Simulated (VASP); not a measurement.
A run of VASP 6.6.1:

INCAR

```
SYSTEM = BN
PREC = Accurate
ENCUT = 520
EDIFF = 1E-7
ISMEAR = -1
SIGMA = 0.05
LREAL = .False.
LASPH = .True.
NELM = 80
ALGO = Normal
ISIF = 2
LWAVE = .False.
LCHARG = .False.
GGA = RE
IVDW = 13
NBANDS = 16
```

File KPOINTS:

```
Automatic mesh
0
Gamma
  12 12 4
  0 0 0
```

The input POSCAR:

```
BN
1.0
    2.5079446704      0.0000000000      0.0000000000
   -1.2539723352      2.1719437958      0.0000000000
    0.0000000000      0.0000000000      6.0889668426
N B
2 2
Direct
    0.6666666667      0.3333333333      0.2500000000
    0.3333333333      0.6666666667      0.7500000000
    0.6666666667      0.3333333333      0.7500000000
    0.3333333333      0.6666666667      0.2500000000
```

Potentials or basis: VASP PAW PBE potentials, release 64 (N, B).

Run with:

```sh
$ cat potpaw_PBE.64/N/POTCAR potpaw_PBE.64/B/POTCAR > POTCAR
$ mpirun -np 1 vasp_std > vasp.out
```

Hardware: 1 thread of Intel(R) Xeon(R) Platinum 8488C (Sapphire Rapids), on a shared host.

Question: How long does it take, and how much memory?

Answer: Wall time 23 s on 1 thread of Intel(R) Xeon(R) Platinum 8488C (Sapphire Rapids) (shared host), peak memory 0.16 GiB. Counts: scf iterations 15, k points 57.
